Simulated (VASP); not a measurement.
# Ni in VASP: a series of runs, part 2 of 2

VASP 6.6.1.

## 3. Single point, PBE, collinear spin, ferromagnetic start

Contents of INCAR:

```
SYSTEM = Ni
PREC = Accurate
ENCUT = 520
EDIFF = 1E-7
ISMEAR = 0
SIGMA = 0.15
LREAL = .FALSE.
LASPH = .TRUE.
NELM = 150
ALGO = Normal
ISIF = 2
LWAVE = .FALSE.
LCHARG = .FALSE.
ISPIN = 2
MAGMOM = 0.75
LORBIT = 11
LMAXMIX = 4
GGA = PE
NBANDS = 15
```

Contents of KPOINTS:

```
regular mesh
0
G
  22 22 22
  0 0 0
```

Contents of POSCAR:

```
Ni
1.0
    0.0000000000      1.8910712758      1.4952656599
    1.8910712758      0.0000000000      1.4952656599
    1.8910712758      1.8910712758      0.0000000000
Ni
1
Direct
    0.0000000000      0.0000000000      0.0000000000
```

Potentials or basis: VASP PAW PBE potentials, release 64 (Ni).

Started as:

```
> cat potpaw_PBE.64/Ni/POTCAR > POTCAR
> mpirun -np 1 vasp_std > vasp.out
```

Wall time 2.7 min (1 thread of AMD EPYC 9R45 (Zen 5), shared host); peak memory 0.26 GiB.

Results (log left out):

- Free energy: -5.4008 eV
- Pressure: 5.2 GPa
- Net moment: 0.56 μB per cell
- Site moments: Ni +0.57 μB
- Valence electrons inside the program's atomic spheres: Ni 9.35

Stress tensor (GPa, compression positive):
```
 2.60  0.00  0.00
 0.00  2.60  0.00
 0.00  0.00 10.36
```

Levels at points of the mesh, in eV from the Fermi level:
Spin up:
| k point | band 3 | band 4 | band 5 | band 6 | band 7 | band 8 |
| --- | --- | --- | --- | --- | --- | --- |
| (0.00, 0.00, 0.00) | -2.51 | -1.97 | -1.35 | -0.72 | 25.14 | 27.21 |
| (0.50, 0.00, 0.00) | -1.40 | -0.72 | -0.15 | -0.03 | 6.22 | 20.26 |
| (0.50, 0.50, 0.00) | -0.38 | -0.29 | -0.29 | 7.08 | 11.42 | 11.42 |
| (0.50, 0.00, 0.50) | -0.68 | -0.64 | -0.07 | 0.89 | 7.47 | 17.56 |
Spin down:
```tsv
k point	band 1	band 2	band 3	band 4	band 5	band 6	band 7	band 8	band 9	band 10
(0.00, 0.00, 0.00)	-9.06	-1.81	-1.81	-1.36	-0.77	-0.26	25.02	27.12	27.12	30.80
(0.50, 0.00, 0.00)	-4.39	-2.45	-0.86	-0.14	-0.07	0.59	6.59	20.18	21.68	25.15
(0.50, 0.50, 0.00)	-4.10	-3.86	0.29	0.52	0.52	7.09	11.45	11.45	14.11	17.17
(0.50, 0.00, 0.50)	-4.37	-3.12	-0.11	-0.06	0.74	0.85	7.76	17.51	18.20	22.52
```

Caveat: the cell differs from its parent crystal (strain +e along x and -e along y +0.0000, strain +e along z and -e/2 along x and y -0.1500).

## 4. Single point, PBE, collinear spin, ferromagnetic start

Contents of INCAR:

```
SYSTEM = Ni
PREC = Accurate
ENCUT = 520
EDIFF = 1E-6
ISMEAR = 0
SIGMA = 0.15
LREAL = .False.
LASPH = .True.
NELM = 150
ALGO = Normal
ISIF = 2
LWAVE = .False.
LCHARG = .False.
ISPIN = 2
MAGMOM = 0.75
LORBIT = 11
LMAXMIX = 4
GGA = PE
NBANDS = 15
```

Contents of KPOINTS:

```
regular mesh
0
Gamma
  22 22 22
  0 0 0
```

Contents of POSCAR:

```
Ni
1.0
    0.0000000000      1.6272008652      2.0230064811
    1.6272008652      0.0000000000      2.0230064811
    1.6272008652      1.6272008652      0.0000000000
Ni
1
Direct
    0.0000000000      0.0000000000      0.0000000000
```

Started as:

```
> cat potpaw_PBE.64/Ni/POTCAR > POTCAR
> mpirun -np 1 vasp_std > vasp.out
```

Run time: 2.3 min. Hardware: 1 thread of AMD EPYC 9R45 (Zen 5), shared host; peak memory 0.27 GiB.

The run converged. Its results:

| Quantity | Value |
| --- | --- |
| Free energy | -5.3120 eV |
| Pressure | 7.9 GPa |
| Net moment | 0.54 μB per cell |
| Site moments | Ni +0.55 μB |
| Valence electrons inside the program's atomic spheres | Ni 9.36 |

Stress tensor (GPa, compression positive):
```
 20.02   0.00   0.00
  0.00  20.02   0.00
  0.00   0.00 -16.25
```

Levels at points of the mesh, in eV from the Fermi level:
Spin up:
```tsv
k point	band 1	band 2	band 3	band 4	band 5	band 6	band 7	band 8	band 9	band 10
(0.00, 0.00, 0.00)	-9.06	-3.26	-2.06	-1.71	-1.71	-0.56	24.82	25.34	28.98	28.98
(0.50, 0.00, 0.00)	-4.76	-2.97	-1.72	-0.64	-0.30	-0.11	6.13	18.14	24.03	26.83
(0.50, 0.50, 0.00)	-4.88	-4.17	-0.37	-0.37	-0.32	-0.31	5.86	18.92	18.92	23.38
(0.50, 0.00, 0.50)	-4.67	-3.97	-0.89	-0.60	0.24	4.41	11.44	13.76	13.87	18.94
```
Spin down:
| k point | band 3 | band 4 | band 5 | band 6 | band 7 | band 8 |
| --- | --- | --- | --- | --- | --- | --- |
| (0.00, 0.00, 0.00) | -1.57 | -1.08 | -1.08 | 0.02 | 24.71 | 25.23 |
| (0.50, 0.00, 0.00) | -1.16 | -0.15 | 0.02 | 0.32 | 6.48 | 18.14 |
| (0.50, 0.50, 0.00) | -0.36 | 0.28 | 0.32 | 0.32 | 6.16 | 18.95 |
| (0.50, 0.00, 0.50) | -0.22 | -0.05 | 0.95 | 4.40 | 11.64 | 13.82 |

Caveat: the cell differs from its parent crystal (strain +e along x and -e along y +0.0000, strain +e along z and -e/2 along x and y +0.1500).

## 5. Single point, PBE, collinear spin, ferromagnetic start

Contents of INCAR:

```
SYSTEM = Ni
PREC = Accurate ; ENCUT = 520
EDIFF = 1E-6 ; ISMEAR = 0
SIGMA = 0.15 ; LREAL = .False.
LASPH = .True. ; NELM = 150
ALGO = Normal ; ISIF = 2
LWAVE = .False. ; LCHARG = .False.
ISPIN = 2 ; MAGMOM = 0.75
LORBIT = 11 ; LMAXMIX = 4
GGA = PE ; NBANDS = 15
```

KPOINTS is that of step 4.

Contents of POSCAR:

```
Ni
1.0
    0.0000000000      1.8251036731      1.6272008652
    1.8251036731      0.0000000000      1.6272008652
    1.8251036731      1.8251036731      0.0000000000
Ni
1
Direct
    0.0000000000      0.0000000000      0.0000000000
```

Started as:

```
> cat potpaw_PBE.64/Ni/POTCAR > POTCAR
> mpirun -np 1 vasp_std > vasp.out
```

It took 2.4 min on 1 thread of AMD EPYC 9R45 (Zen 5), shared host; peak memory 0.26 GiB.

The run converged. Its results:

```yaml
Free_energy: -5.4531 eV
Pressure: 1.5 GPa
Net_moment: 0.61 μB per cell
Site_moments: Ni +0.62 μB
Valence_electrons_inside_the_program's_atomic_spheres: Ni 9.32
```

Stress tensor (GPa, compression positive):
```
-1.43  0.00  0.00
 0.00 -1.43  0.00
 0.00  0.00  7.32
```

Levels at points of the mesh, in eV from the Fermi level:
Spin up:
```tsv
k point	band 2	band 3	band 4	band 5	band 6	band 7	band 8	band 9
(0.00, 0.00, 0.00)	-2.57	-2.57	-1.93	-1.62	-0.92	24.05	27.31	27.31
(0.50, 0.00, 0.00)	-2.76	-1.97	-0.70	-0.42	-0.23	5.79	21.33	22.94
(0.50, 0.50, 0.00)	-4.24	-0.53	-0.41	-0.41	4.46	11.43	13.04	13.04
(0.50, 0.00, 0.50)	-4.07	-0.64	-0.55	-0.27	1.62	8.27	15.94	16.11
```
Spin down:
```
           k point  band 3  band 4  band 5  band 6  band 7  band 8
(0.00, 0.00, 0.00)   -1.82   -1.23   -1.02   -0.37   23.90   27.26
(0.50, 0.00, 0.00)   -1.38   -0.28    0.00    0.35    6.21   21.23
(0.50, 0.50, 0.00)    0.11    0.45    0.45    4.44   11.62   13.06
(0.50, 0.00, 0.50)    0.04    0.14    0.60    1.58    8.54   15.92
```

Caveat: the cell differs from its parent crystal (strain +e along x and -e along y +0.0000, strain +e along z and -e/2 along x and y -0.0750).

## 6. Single point, PBE, collinear spin, ferromagnetic start

Contents of INCAR:

```
SYSTEM = Ni
PREC = Accurate ; ENCUT = 520
EDIFF = 1E-6 ; ISMEAR = 0
SIGMA = 0.15 ; LREAL = .False.
LASPH = .True. ; NELM = 150
ALGO = Normal ; ISIF = 2
LWAVE = .False. ; LCHARG = .True.
ISPIN = 2 ; MAGMOM = 0.75
LORBIT = 11 ; LMAXMIX = 4
GGA = PE ; LELF = .True.
LVHAR = .True. ; NBANDS = 15
```

KPOINTS is that of step 5.

Contents of POSCAR:

```
Ni
1.0
    0.0000000000      2.0186086409      1.6272008652
    1.6315987054      0.0000000000      1.6272008652
    1.6315987054      2.0186086409      0.0000000000
Ni
1
Direct
    0.0000000000      0.0000000000      0.0000000000
```

Potentials or basis: VASP PAW PBE potentials, release 64 (Ni).

Started as:

```
> cat potpaw_PBE.64/Ni/POTCAR > POTCAR
> mpirun -np 1 vasp_std > vasp.out
```

OUTCAR:

```text
SYSTEM = Ni
   PREC = Accurate
   ENCUT = 520
   EDIFF = 1E-6
   ISMEAR = 0
   LREAL = .False.
   LASPH = .True.
   NELM = 150
   ISIF = 2
   ISPIN = 2
   LORBIT = 11
   GGA = PE

 ion  position               nearest neighbor table
   1  0.000  0.000  0.000-

  LATTYP: Found a face centered orthorhombic cell.
 ALAT       =     3.2544017304
 B/A-ratio  =     1.0027027027
 C/A-ratio  =     1.2405405406

  Lattice vectors:

 A1 = (   1.6315987054,   2.0186086409,   0.0000000000)
 A2 = (   0.0000000000,   2.0186086409,   1.6272008652)
 A3 = (   1.6315987054,   0.0000000000,   1.6272008652)

Analysis of symmetry for initial positions (statically):
=====================================================================
 Subroutine PRICEL returns:
 Original cell was already a primitive cell.

 Routine SETGRP: Setting up the symmetry group for a
 face centered orthorhombic supercell.

 Subroutine GETGRP returns: Found  8 space group operations
 (whereof  8 operations were pure point group operations)
 out of a pool of  8 trial point group operations.

The static configuration has the point symmetry D_2h.

[... 624 lines left out ...]
      4       8.4520      1.00000
      5       8.4615      1.00000
      6       9.5576      0.45287
      7      34.2145      0.00000
      8      34.8587      0.00000
      9      38.5212      0.00000
     10      38.5644      0.00000
     11      39.8790      0.00000
     12      40.7408      0.00000
     13      40.7592      0.00000
     14      40.9314      0.00000
[... 403 lines left out ...]
      4       8.9559      1.00000
      5       9.7471      0.02836
      6      10.0675      0.00000
      7      16.3206      0.00000
      8      27.7191      0.00000
      9      33.8492      0.00000
     10      35.3196      0.00000
     11      38.1302      0.00000
     12      41.9845      0.00000
     13      46.5044      0.00000
     14      52.9403      0.00000
     15      55.2913      0.00000

 [... further k-points ...]
[... 5 lines left out ...]
  --------------------------------------------------------------------------------------
  -------------------------------------------------------------------------------------
  Total        1.3063632     -1.0736273      1.3018597      0.0000000      0.0000000     -0.0000000
  in kB      195.2710568   -160.4824260    194.5978820      0.0000000      0.0000000     -0.0000000
  external PRESSURE =      76.4621709 kB  Pullay stress =       0.0000000 kB

 VOLUME and BASIS-vectors are now :
 -----------------------------------------------------------------------------
  energy-cutoff  :      520.00
  volume of cell :       10.72
      direct lattice vectors                 reciprocal lattice vectors
     0.000000000  2.018608641  1.627200865    -0.306447902  0.247695363  0.307276139
     1.631598705  0.000000000  1.627200865     0.306447902 -0.247695363  0.307276139
     1.631598705  2.018608641  0.000000000     0.306447902  0.247695363 -0.307276139

 POSITION                                       TOTAL-FORCE (eV/Angst)
 -----------------------------------------------------------------------------------
      0.00000      0.00000      0.00000         0.000000      0.000000      0.000000
 -----------------------------------------------------------------------------------
    total drift:                                0.000000     -0.000000      0.000000

  FREE ENERGIE OF THE ION-ELECTRON SYSTEM (eV)
  ---------------------------------------------------
  free  energy   TOTEN  =        -5.3179257482 eV

  energy  without entropy=       -5.2948363712  energy(sigma->0) =       -5.30638106

 total charge

# of ion       s       p       d       tot
------------------------------------------
    1        0.506   0.508   8.346   9.359

 magnetization (x)

# of ion       s       p       d       tot
------------------------------------------
    1       -0.003  -0.018   0.571   0.549
```

It took 4.7 min on 1 thread of AMD EPYC 9R45 (Zen 5), shared host; peak memory 0.42 GiB.

Results:

* Free energy: -5.3179 eV
* Pressure: 7.6 GPa
* Net moment: 0.54 μB per cell
* Site moments: Ni +0.55 μB
* Valence electrons inside the program's atomic spheres: Ni 9.36

Caveat: the cell differs from its parent crystal (strain +e along x and -e along y -0.1100, strain +e along z and -e/2 along x and y -0.0750).

## 7. The runs side by side

| cell | gap on the mesh (eV) | pressure (GPa) | moment (μB) |
| --- | --- | --- | --- |
| a = 2.557, b = 2.420, c = 2.492 Å, angles 62.7, 57.3, 60.0°, 1 atom | none | 1.2 | 0.62 |
| a = 2.411, b = 2.411, c = 2.674 Å, angles 56.3, 56.3, 67.4°, 1 atom | none | 5.2 | 0.56 |
| a = 2.596, b = 2.596, c = 2.301 Å, angles 63.7, 63.7, 52.6°, 1 atom | none | 7.9 | 0.54 |
| a = 2.445, b = 2.445, c = 2.581 Å, angles 58.1, 58.1, 63.7°, 1 atom | none | 1.5 | 0.61 |
| a = 2.593, b = 2.304, c = 2.596 Å, angles 63.6, 52.7, 63.7°, 1 atom | none | 7.6 | 0.54 |

Alike in all rows: task single point; level PBE; potentials or basis VASP PAW PBE potentials, release 64 (Ni); spin collinear, ferromagnetic start; k mesh 22 × 22 × 22; cutoff (eV) 520; smearing gaussian 0.15 eV.

Total energies depend on the potentials used, so only differences within one code and one set of settings carry meaning.
